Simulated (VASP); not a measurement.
# H (P6_3/mmc) in VASP: notebook

H is run at these levels: PBE; tasks: single point.

All numbers are computed with VASP 6.6.1; they aren't measurements. Logs are shortened: lines on timing, memory, paths and dates and some standing lists are left out, and cuts for length are marked.

### 1 The cell of the first run

Symmetry: P6_3/mmc, No. 194, hexagonal system. Conventional cell: a = 3.936 Å, b = 3.936 Å, c = 4.794 Å, α = 90.00°, β = 90.00°, γ = 120.00°. H (site symmetry 3m) has 1 H at 0.70 Å within 1.0 Å.

### 2 Single point, PBE (strain +0.025 along x and y, -0.050 along z)

INCAR

```
SYSTEM = H
ALGO = Normal ; EDIFF = 1E-6
ENCUT = 520 ; GGA = PE
ISIF = 2 ; ISMEAR = 0
LASPH = .TRUE. ; LCHARG = .FALSE.
LREAL = .FALSE. ; LWAVE = .FALSE.
NBANDS = 10 ; NELM = 100
PREC = Accurate ; SIGMA = 0.05
```

KPOINTS

```
k-points
0
G
  9 9 6
  0 0 0
```

POSCAR

```
H
1.0
    3.9361336832      0.0000000000      0.0000000000
   -1.9680668416      3.4087917623      0.0000000000
    0.0000000000      0.0000000000      4.7943284725
H
4
Direct
    0.3333333333      0.6666666667      0.1764958800
    0.6666666667      0.3333333333      0.6764958800
    0.6666666667      0.3333333333      0.8235041200
    0.3333333333      0.6666666667      0.3235041200
```

Potentials or basis: VASP PAW PBE potentials, release 64 (H).

On the command line:

```console
> cat potpaw_PBE.64/H/POTCAR > POTCAR
> mpirun -np 1 vasp_std > vasp.out
```

OUTCAR:

```text
SYSTEM = H
   EDIFF = 1E-6
   ENCUT = 520
   GGA = PE
   ISIF = 2
   ISMEAR = 0
   LASPH = .TRUE.
   LREAL = .FALSE.
   NELM = 100
   PREC = Accurate

 ion  position               nearest neighbor table
   1  0.333  0.667  0.176-   4 0.70
   2  0.667  0.333  0.676-   3 0.70
   3  0.667  0.333  0.824-   2 0.70
   4  0.333  0.667  0.324-   1 0.70

  LATTYP: Found a hexagonal cell.
 ALAT       =     3.9361336832
 C/A-ratio  =     1.2180298888

  Lattice vectors:

 A1 = (   3.9361336832,   0.0000000000,   0.0000000000)
 A2 = (  -1.9680668416,   3.4087917623,   0.0000000000)
 A3 = (   0.0000000000,   0.0000000000,   4.7943284725)

Analysis of symmetry for initial positions (statically):
=====================================================================
 Subroutine PRICEL returns:
 Original cell was already a primitive cell.

 Routine SETGRP: Setting up the symmetry group for a
 hexagonal supercell.

 Subroutine GETGRP returns: Found 24 space group operations
 (whereof 12 operations were pure point group operations)
 out of a pool of 24 trial point group operations.

The static configuration has the point symmetry D_3d.
 The point group associated with its full space group is D_6h.

Analysis of symmetry for dynamics (positions and initial velocities):
=====================================================================
 Subroutine PRICEL returns:
 Original cell was already a primitive cell.

 Routine SETGRP: Setting up the symmetry group for a
 hexagonal supercell.

 Subroutine GETGRP returns: Found 24 space group operations
 (whereof 12 operations were pure point group operations)
 out of a pool of 24 trial point group operations.

The dynamic configuration has the point symmetry D_3d.
 The point group associated with its full space group is D_6h.

 Subroutine INISYM returns: Found 24 space group operations
 (whereof 12 operations are pure point group operations),
 and found     1 'primitive' translations

----------------------------------------------------------------------------------------

                                     Primitive cell

  volume of cell :      64.3277

  direct lattice vectors                    reciprocal lattice vectors
     3.936133683  0.000000000  0.000000000     0.254056412  0.146679538  0.000000000
    -1.968066842  3.408791762  0.000000000     0.000000000  0.293359076  0.000000000
     0.000000000  0.000000000  4.794328473     0.000000000  0.000000000  0.208579785

  length of vectors
     3.936133683  3.936133683  4.794328473     0.293359076  0.293359076  0.208579785

  position of ions in fractional coordinates (direct lattice)
     0.333333333  0.666666667  0.176495880
     0.666666667  0.333333333  0.676495880
     0.666666667  0.333333333  0.823504120
     0.333333333  0.666666667  0.323504120

  ion indices of the primitive-cell ions
   primitive index   ion index
                 1           1
                 2           2
                 3           3
                 4           4

----------------------------------------------------------------------------------------

 KPOINTS: k-points

Automatic generation of k-mesh.
 Grid dimensions read from file:
 generate k-points for:    9    9    6

 Generating k-lattice:

  Cartesian coordinates                     Fractional coordinates (reciprocal lattice)
     0.028228490  0.016297726  0.000000000     0.111111111 -0.000000000  0.000000000
     0.000000000  0.032595453  0.000000000     0.000000000  0.111111111  0.000000000
     0.000000000  0.000000000  0.034763297     0.000000000  0.000000000  0.166666667

  Length of vectors
     0.032595453  0.032595453  0.034763297

  Shift w.r.t. Gamma in fractional coordinates (k-lattice)
     0.000000000  0.000000000  0.000000000

 Subroutine IBZKPT returns following result:
 ===========================================

 Found     48 irreducible k-points:

 Following reciprocal coordinates:
            Coordinates               Weight
  0.000000  0.000000  0.000000      1.000000
  0.111111  0.000000  0.000000      6.000000
  0.222222 -0.000000  0.000000      6.000000
  0.333333  0.000000  0.000000      6.000000
  0.444444 -0.000000  0.000000      6.000000
  0.111111  0.111111  0.000000      6.000000
[... 16 lines left out ...]
  0.333333  0.222222  0.166667     24.000000
  0.333333  0.333333  0.166667      4.000000
 [... further k-points ...]
   k-points           NKPTS =     48   k-points in BZ     NKDIM =     48   number of bands    NBANDS=     10
   number of dos      NEDOS =    301   number of ions     NIONS =      4
   total plane-waves  NPLWV =  32400
   dimension x,y,z NGX =    30 NGY =   30 NGZ =   36
   dimension x,y,z NGXF=    60 NGYF=   60 NGZF=   72
   ions per type =               4
   NGX,Y,Z   is equivalent  to a cutoff of  12.67, 12.67, 12.48 a.u.
   NGXF,Y,Z  is equivalent  to a cutoff of  25.34, 25.34, 24.97 a.u.
 SYSTEM =  H
   PREC   = accura    normal or accurate (medium, high low for compatibility)
   ISTART =      0    job   : 0-new  1-cont  2-samecut
   ICHARG =      2    charge: 1-file 2-atom 10-const
   ISPIN  =      1    spin polarized calculation?
   LNONCOLLINEAR =      F non collinear calculations
   LSORBIT =      F    spin-orbit coupling
   LASPH  =      T    aspherical Exc in radial PAW
   ENCUT  =  520.0 eV  38.22 Ry    6.18 a.u.   7.32  7.32  8.91*2*pi/ulx,y,z
   NELM   =    100;   NELMIN=  2; NELMDL= -5     # of ELM steps
   EDIFF  = 0.1E-05   stopping-criterion for ELM
   LREAL  =      F    real-space projection
   EDIFFG = 0.1E-04   stopping-criterion for IOM
   NSW    =      0    number of steps for IOM
   IBRION =     -1    ionic relax: 0-MD 1-quasi-New 2-CG
   NFREE  =      0    steps in history (QN), initial steepest desc. (CG)
   ISIF   =      2    stress and relaxation
   ISYM   =      2    0-nonsym 1-usesym 2-fastsym
   POTIM  = 0.5000    time-step for ionic-motion
   TEBEG  =    0.0;   TEEND  =   0.0 temperature during run
   PSTRESS=    0.0 pullay stress
   NELECT =       4.0000    total number of electrons
   NUPDOWN=      -1.0000    fix difference up-down
   EMIN   =  10.00;   EMAX   =-10.00  energy-range for DOS
   EFERMI =   0.00;   METHOD = LEGACY
   ISMEAR =     0;   SIGMA  =   0.05  broadening in eV -4-tet -1-fermi 0-gaus
   EFERMI_NEDOS =   21; number of points for ismear=-14 and -15
   IALGO  =     38    algorithm
   IMIX   =      4    mixing-type and parameters
     AMIX     =   0.40;   BMIX     =  1.00
     AMIX_MAG =   1.60;   BMIX_MAG =  1.00
  volume/ion in A,a.u.               =      16.08       108.53
  Fermi-wavevector in a.u.,A,eV,Ry     =   0.648578  1.225634  5.723335  0.420653
  Thomas-Fermi vector in A             =   1.717256
   LORBIT       =      0    0 simple, 1 ext, 2 COOP (PROOUT), +10 PAW based schemes
   GGA     = PE    functional components
   LHFCALC =     F    Hartree Fock is set to
   AEXX    =    0.0000 exact exchange contribution
   IVDW    =     0    specifies the selected vdW correction
   LEPSILON=     F    determine dielectric tensor
   LRPA    =     F    only Hartree local field effects (RPA)
 non-spin polarized calculation
 Gauss-broadening in eV      SIGMA  =   0.05
  energy-cutoff  :      520.00
  volume of cell :       64.33
 maximum number of plane-waves:      1752
 NGX is ok and might be reduce to    30
   NGX = 15   NGY = 15   NGZ = 17

 number of electron       4.0000003 magnetization

 Free energy of the ion-electron system (eV)
  ---------------------------------------------------
  ext. energy  EPLUGINS =         0.00000000
  ---------------------------------------------------
  free energy    TOTEN  =       -13.49815070 eV

  energy without entropy =      -13.49815070  energy(sigma->0) =      -13.49815070

 E-fermi :  -8.8694     XC(G=0):  -4.5245

 val. band max:       -9.0722043577   @ k =   0.0000   0.0000   0.0000
 cond. band min:       0.9392246353   @ k =   0.4444  -0.0000   0.3333
 fundamental gap:     10.0114289930
 Fermi energy:        -8.8693684839

 k-point     1 :       0.0000    0.0000    0.0000
  band No.  band energies     occupation
      1     -10.5066      2.00000
      2      -9.0722      2.00000
      3       1.0749      0.00000
      4       2.8581      0.00000
      5       6.2342      0.00000
      6       7.8044      0.00000
      7       7.8044      0.00000
      8       8.1984      0.00000
      9       9.2270      0.00000
     10       9.2270      0.00000

 k-point     2 :       0.1111    0.0000    0.0000
  band No.  band energies     occupation
      1     -10.4483      2.00000
      2      -9.0860      2.00000
      3       1.2116      0.00000
      4       2.6884      0.00000
      5       5.5518      0.00000
      6       7.1584      0.00000
      7       7.8491      0.00000
      8       7.8743      0.00000
      9       9.9842      0.00000
     10      10.0309      0.00000

 k-point     3 :       0.2222   -0.0000    0.0000
  band No.  band energies     occupation
      1     -10.2861      2.00000
      2      -9.1342      2.00000
      3       1.6147      0.00000
      4       2.2493      0.00000
      5       4.5913      0.00000
      6       6.3360      0.00000
      7       7.0233      0.00000
      8       7.7136      0.00000
      9      10.5736      0.00000
     10      10.9831      0.00000

 k-point     4 :       0.3333    0.0000    0.0000
  band No.  band energies     occupation
      1     -10.0599      2.00000
      2      -9.2276      2.00000
      3       1.7253      0.00000
      4       2.2532      0.00000
      5       3.9870      0.00000
      6       5.7509      0.00000
      7       5.9032      0.00000
      8       7.4329      0.00000
      9       9.7147      0.00000
     10      11.0857      0.00000
[... 222 lines left out ...]
 k-point    22 :       0.2222    0.2222    0.1667
  band No.  band energies     occupation
      1      -9.8908      2.00000
      2      -9.3248      2.00000
      3       1.6310      0.00000
      4       1.9505      0.00000
      5       3.9337      0.00000
      6       4.8225      0.00000
      7       6.7139      0.00000
      8       6.9444      0.00000
      9      10.3150      0.00000
     10      11.1881      0.00000

 k-point    23 :       0.3333    0.2222    0.1667
  band No.  band energies     occupation
      1      -9.7093      2.00000
      2      -9.4295      2.00000
      3       1.4978      0.00000
      4       2.3996      0.00000
      5       3.0584      0.00000
      6       5.1140      0.00000
      7       6.0358      0.00000
      8       6.3845      0.00000
      9      10.4936      0.00000
     10      10.8617      0.00000

 k-point    24 :       0.3333    0.3333    0.1667
  band No.  band energies     occupation
      1      -9.5558      2.00000
      2      -9.5558      2.00000
      3       1.6603      0.00000
      4       2.5530      0.00000
      5       2.5530      0.00000
      6       5.5390      0.00000
      7       5.5390      0.00000
      8       5.9620      0.00000
      9      10.3827      0.00000
     10      12.4789      0.00000

 [... further k-points ...]
[... 5 lines left out ...]
  --------------------------------------------------------------------------------------
  -------------------------------------------------------------------------------------
  Total       -0.0456164     -0.0456164      2.5176158     -0.0000000     -0.0000000     -0.0000000
  in kB       -1.1361436     -1.1361436     62.7049674     -0.0000000     -0.0000000     -0.0000000
  external PRESSURE =      20.1442267 kB  Pullay stress =       0.0000000 kB

 VOLUME and BASIS-vectors are now :
 -----------------------------------------------------------------------------
  energy-cutoff  :      520.00
  volume of cell :       64.33
      direct lattice vectors                 reciprocal lattice vectors
     3.936133683  0.000000000  0.000000000     0.254056412  0.146679538  0.000000000
    -1.968066842  3.408791762  0.000000000     0.000000000  0.293359076  0.000000000
     0.000000000  0.000000000  4.794328473     0.000000000  0.000000000  0.208579785

 POSITION                                       TOTAL-FORCE (eV/Angst)
 -----------------------------------------------------------------------------------
     -0.00000      2.27253      0.84618        -0.000000      0.000000     -1.821908
      1.96807      1.13626      3.24334        -0.000000      0.000000     -1.821908
      1.96807      1.13626      3.94815         0.000000     -0.000000      1.821908
     -0.00000      2.27253      1.55099        -0.000000     -0.000000      1.821908
 -----------------------------------------------------------------------------------
    total drift:                               -0.000000      0.000000     -0.000000

  FREE ENERGIE OF THE ION-ELECTRON SYSTEM (eV)
  ---------------------------------------------------
  free  energy   TOTEN  =       -13.4981507036 eV

  energy  without entropy=      -13.4981507036  energy(sigma->0) =      -13.49815070
```

It used 23 s of CPU time on 1 thread of Intel Xeon 6975P-C (shared host).

What came out:

- Free energy: -13.4982 eV
- Pressure: 2.0 GPa
- Largest force: 1.822 eV/Å
- Band gap on the k mesh: 10.01 eV, indirect (least direct gap 10.15 eV)

Forces on the atoms (eV/Å):
```
H    0.000  0.000 -1.822
H    0.000  0.000 -1.822
H    0.000  0.000  1.822
H    0.000  0.000  1.822
```

Levels at points of the mesh, in eV from the valence-band top:
| k point | band 1 | band 2 | band 3 | band 4 | band 5 |
| --- | --- | --- | --- | --- | --- |
| (0.00, 0.00, 0.00) | -1.43 | 0.00 | 10.15 | 11.93 | 15.31 |
| (0.00, 0.00, 0.50) | -0.77 | -0.77 | 10.64 | 10.64 | 17.96 |

Caveat: the cell differs from its parent crystal (strain +0.025 along x and y, -0.050 along z); forces of over 1 eV/Å act on the atoms, so gaps and moduli don't describe the material at rest. A k mesh can miss the band edges.

### 3 Single point, PBE (strain +0.000 along x and y, +0.025 along z)

INCAR

```
SYSTEM = H
ALGO = Normal ; EDIFF = 1E-7
ENCUT = 520 ; GGA = PE
ISIF = 2 ; ISMEAR = 0
LASPH = .TRUE. ; LCHARG = .TRUE.
LELF = .TRUE. ; LREAL = .FALSE.
LVHAR = .TRUE. ; LWAVE = .FALSE.
NBANDS = 10 ; NELM = 100
PREC = Accurate ; SIGMA = 0.05
```

KPOINTS is that of step 2.

POSCAR

```
H
1.0
    3.8401304226      0.0000000000      0.0000000000
   -1.9200652113      3.3256504998      0.0000000000
    0.0000000000      0.0000000000      5.1728280887
H
4
Direct
    0.3333333333      0.6666666667      0.1764958800
    0.6666666667      0.3333333333      0.6764958800
    0.6666666667      0.3333333333      0.8235041200
    0.3333333333      0.6666666667      0.3235041200
```

Potentials or basis: VASP PAW PBE potentials, release 64 (H).

On the command line:

```console
> cat potpaw_PBE.64/H/POTCAR > POTCAR
> mpirun -np 1 vasp_std > vasp.out
```

Wall time 42 s (1 thread of Intel Xeon 6975P-C, shared host); peak memory 0.18 GiB.

The run converged. Its results:

```yaml
Free_energy: -13.5743 eV
Pressure: -0.5 GPa
Largest_force: 0.334 eV/Å
Band_gap_on_the_k_mesh: 9.13 eV, direct
```

Forces in eV/Å, atoms in the order of the input:
```
H    0.000  0.000  0.334
H    0.000  0.000  0.334
H    0.000  0.000 -0.334
H    0.000  0.000 -0.334
```

Stress tensor (GPa, compression positive):
```
-0.11  0.00  0.00
 0.00 -0.11  0.00
 0.00  0.00 -1.39
```

Levels at points of the mesh, in eV from the valence-band top:
| k point | band 1 | band 2 | band 3 | band 4 | band 5 | band 6 |
| --- | --- | --- | --- | --- | --- | --- |
| (0.00, 0.00, 0.00) | -1.33 | 0.00 | 9.13 | 11.89 | 14.91 | 16.22 |
| (0.00, 0.00, 0.50) | -0.73 | -0.73 | 10.26 | 10.26 | 16.77 | 16.77 |

Caveat: the cell differs from its parent crystal (strain +0.000 along x and y, +0.025 along z).

[end of part 1 of 2]
